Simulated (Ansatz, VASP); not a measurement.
One calculation of Ge, two programs

```
Ge
1.0
     1.46002   -2.60052    0.00000
     1.46002    2.60052    0.00000
     0.00000    0.00000    2.69823
Ge
1
Direct
  0.50000 0.50000 0.00000
```

Change from the starting cell: strain +0.0450 x Voigt [1, 0, 0, 0, 0, 0], atoms carried along.

Alike in both runs: task single point; functional PBEsol; k mesh 20 × 20 × 18; occupations gaussian, width 0.15 eV; no spin polarisation.

|  | VASP | Ansatz |
| --- | --- | --- |
| version | VASP 6.6.1 | Ansatz 0.2.0 |
| potentials or method | VASP PAW PBE potentials, release 64 (Ge_d), cutoff 520 eV | scalar-relativistic, plane waves, PAW |
| valence electrons in the cell | 14 | 14 |

Ansatz gave:

```
gap on the k mesh at the Fermi level (eV)                     : none
pressure (GPa)                                                : -6.5
traceless stress, the component that is largest in VASP (GPa) : 1.94
```

Task: What did VASP give for the same quantities?

Result: gap on the k mesh at the Fermi level (eV): none; pressure (GPa): -6.6; traceless stress, the component that is largest in VASP (GPa): 1.91.

VASP's potentials were made for PBE, not for PBEsol. A gap of «none» marks a metal or a gap that the smearing closes. The functional is the same, so the differences come from potentials, cutoffs and numerics.
